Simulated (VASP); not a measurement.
Crystal: AlH2.

```
CELL_PARAMETERS angstrom
3.13730 0.00000 0.00000
-1.56865 2.71698 0.00000
0.00000 0.00000 3.68664
ATOMIC_POSITIONS crystal
Al 0.66667 0.33333 0.00000
H 0.33333 0.66667 0.17254
H 0.33333 0.66667 0.82746
```

| Quantity | Value |
| --- | --- |
| Program | VASP 6.6.1 |
| Task | relaxation of cell and atoms |
| Functional | PBE |
| Potentials or basis | VASP PAW PBE potentials, release 64 (Al, H_h) |
| Cutoff | 910 eV |
| k mesh | 6 × 6 × 6 |
| Occupations | gaussian, width 0.1 eV |
| Spin | no spin polarisation |

At the start: pressure 0.1 GPa; volume 10.47 Å³/atom.

Task: Where does the relaxation end?

Result: Over 9 steps the energy falls by 397.5 meV/atom and the volume is 8.72 Å³/atom (-16.8 %); space group P-6m2 (No. 187, to 0.05 Å).

The path:
```tsv
step	energy change (eV)	largest force (eV/Å)	pressure (GPa)	volume (Å³)
1	0.0000	1.6967	0.15	31.42
2	-0.3510	1.7951	-2.17	31.46
3	-1.0431	0.6627	-6.94	31.49
4	-0.9833	0.1084	-10.18	31.35
5	-1.1671	0.0002	3.62	25.04
6	-1.1812	0.0651	-0.14	26.09
7	-1.1892	0.0325	1.15	25.77
8	-1.1919	0.0082	0.68	25.88
9	-1.1925	0.0342	-0.02	26.16
```

Final structure:
```
CELL_PARAMETERS angstrom
2.76647 0.00000 0.00000
-1.38323 2.39583 0.00000
0.00000 0.00000 3.94657
ATOMIC_POSITIONS crystal
Al 0.66667 0.33333 0.00000
H 0.33333 0.66667 0.36165
H 0.33333 0.66667 0.63835
```

Caveat: the k points lie up to 0.44 Å⁻¹ apart in the final cell; the volume moved by over 15 % at a fixed basis, so the end points are rough.
